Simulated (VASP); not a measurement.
Write the native input for VASP 6.6.1 that does the following.

```
Task                   : relaxation of cell and atoms
Functional             : PBEsol
Potentials or basis    : VASP PAW PBE potentials, release 64 (Ge_d)
Cutoff                 : 600 eV
k mesh                 : 6 × 6 × 4
Occupations            : fermi-dirac, width 0.02 eV
Spin                   : no spin polarisation
Dipole correction      : no
Further INCAR settings : ALGO = Normal; EDIFF = 1e-06; IBRION = 2; EDIFFG = -0.005; NSW = 80; ISIF = 3
```

The structure of Ge lies in POSCAR:

```
Ge
1.0
    4.0584087531      0.0000000000      0.0000000000
   -2.0292043765      3.5146850791      0.0000000000
    0.0000000000      0.0000000000      6.6929896224
Ge
4
Direct
    0.3333333333      0.6666666667      0.0003197446
    0.6666666667      0.3333333333      0.5003197446
    0.3333333333      0.6666666667      0.3746802554
    0.6666666667      0.3333333333      0.8746802554
```

One way to write it, as run:

INCAR

```
PREC = Accurate
ENCUT = 600
EDIFF = 1E-6
ISMEAR = -1
SIGMA = 0.02
LREAL = F
LASPH = T
NELM = 80
ALGO = Normal
ISIF = 3
LWAVE = F
LCHARG = F
GGA = PS
IBRION = 2
NSW = 80
EDIFFG = -0.005
```

KPOINTS

```
Automatic mesh
0
Gamma
  6 6 4
```

Potentials or basis: VASP PAW PBE potentials, release 64 (Ge_d).

Command:

```console
$ cat potpaw_PBE.64/Ge_d/POTCAR > POTCAR
$ mpirun -np 1 vasp_std > vasp.out
```

Results of the run:

```yaml
Relaxed_volume: 22.84 Å³/atom
Relaxed_cell: a = 4.005 Å, b = 4.005 Å, c = 6.577 Å, α = 90.00°, β = 90.00°, γ = 120.00°
Space_group_after_relaxing_to_0.05_Å: P6_3/mmc (No. 194)
Energy_gained_by_relaxing: 9.0 meV/atom
Ionic_steps: 13
Pressure_after_relaxing: 0.0 GPa
Largest_force_after_relaxing: 0.003 eV/Å
Band_gap_on_the_k_mesh: 0.03 eV, indirect (least direct gap 0.14 eV)
```

Caveat: the PAW data sets were made with another functional, which shifts forces and pressure a little.

It took 13 min on 1 thread of Oxide Virtual Turin-like Processor (shared host), peak memory 0.22 GiB.
